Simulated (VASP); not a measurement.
Input of a VASP 6.6.1 run:

File INCAR:

```
ALGO = Normal
EDIFF = 1E-8
ENCUT = 520
GGA = PS
ISIF = 2
ISMEAR = -1
LASPH = True
LCHARG = False
LEFG = True
LREAL = False
LWAVE = False
NBANDS = 15
NELM = 60
PREC = Accurate
SIGMA = 0.02
```

KPOINTS

```
k-points
0
Gamma
  8 8 8
```

File POSCAR:

```
BaS
1.0
    0.0000000000      3.1396081846      3.1396081846
    3.1396081846      0.0000000000      3.1396081846
    3.1396081846      3.1396081846      0.0000000000
Ba S
1 1
Direct
    0.0000000000      0.0000000000      0.0000000000
    0.5000000000      0.5000000000      0.5000000000
```

Potentials or basis: VASP PAW PBE potentials, release 64 (Ba_sv, S).

Launch:

```sh
$ cat potpaw_PBE.64/Ba_sv/POTCAR potpaw_PBE.64/S/POTCAR > POTCAR
$ mpirun -np 1 vasp_std > vasp.out
```

(1) Estimate the band gap on the k mesh.

(2) Estimate the pressure.

Answers

(1) 1.88 eV (least direct gap 1.99 eV).

(2) 2.0 GPa.

Caveat: the PAW data sets were made with another functional, which shifts forces and pressure a little; spin-orbit coupling is left out, which moves the levels of the heavy elements.
